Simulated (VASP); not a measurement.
Runs of VASP 6.6.1 on LiNbO3. The structure is that of space group R3c (No. 161), or close to it. The cells are those of the table. 

```tsv
level	cell	smearing	gap on the mesh (eV)	largest force (eV/Å)
PBE	a = 5.544 Å, angles 55.8°, 10 atoms	gaussian 0.1 eV	3.54	0.02
PBE	a = 5.550 Å, angles 55.7°, 10 atoms	gaussian 0.02 eV	(a)	0.02
PBE	a = 5.498 Å, angles 55.9°, 10 atoms	gaussian 0.1 eV	3.58	0.21
r2SCAN	a = 5.550 Å, angles 55.7°, 10 atoms	gaussian 0.02 eV	3.96	(b)
```

Alike in all rows: task single point; potentials or basis VASP PAW PBE potentials, release 64 (Li_sv, Nb_sv, O); no spin polarisation; k mesh 6 × 6 × 6; cutoff (eV) 520.

Q: Estimate the missing entries.

A: (a) 3.55; (b) 0.10.

Caveats: the PAW data sets were made with another functional, which shifts forces and pressure a little (some runs).

A k mesh can miss the band edges, and the runs leave out spin-orbit coupling on Nb.
